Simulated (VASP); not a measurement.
Here is a VASP 6.6.1 calculation.

Contents of POSCAR:

```
LiCl
1.0
    0.0000000000      2.5689233391      2.5689233391
    2.5689233391      0.0000000000      2.5689233391
    2.5689233391      2.5689233391      0.0000000000
Li Cl
1 1
Direct
    0.0000000000      0.0000000000      0.0000000000
    0.5000000000      0.5000000000      0.5000000000
```

INCAR.step1

```
SYSTEM = LiCl
  PREC = Accurate
  ENCUT = 520
  ISMEAR = -1
  SIGMA = 0.02
  LREAL = .FALSE.
  LASPH = .TRUE.
  NELM = 100
  NBANDS = 12
  GGA = PE
  ALGO = Normal
  EDIFF = 1E-4
  LWAVE = .TRUE.
  LCHARG = .FALSE.
```

File INCAR.step2:

```
SYSTEM = LiCl
  PREC = Accurate
  ENCUT = 520
  EDIFF = 1E-6
  ISMEAR = -1
  SIGMA = 0.02
  LREAL = .FALSE.
  LASPH = .TRUE.
  NELM = 100
  ALGO = Normal
  ISIF = 2
  LWAVE = .FALSE.
  LCHARG = .FALSE.
  METAGGA = R2SCAN
  LMIXTAU = .TRUE.
  NBANDS = 12
  ISTART = 1
```

The input KPOINTS:

```
Automatic mesh
0
G
  7 7 7
  0 0 0
```

Potentials or basis: VASP PAW PBE potentials, release 64 (Li_sv, Cl).

Run with:

```bash
$ cat potpaw_PBE.64/Li_sv/POTCAR potpaw_PBE.64/Cl/POTCAR > POTCAR
$ cp INCAR.step1 INCAR
$ mpirun -np 1 vasp_std > vasp.out
$ cp INCAR.step2 INCAR
$ mpirun -np 1 vasp_std > vasp.out
```

(1) What does it give for the band gap on the k mesh?

Answers

(1) 7.26 eV.

Caveat: an odd mesh through Γ misses points on the zone boundary, where band edges can lie.
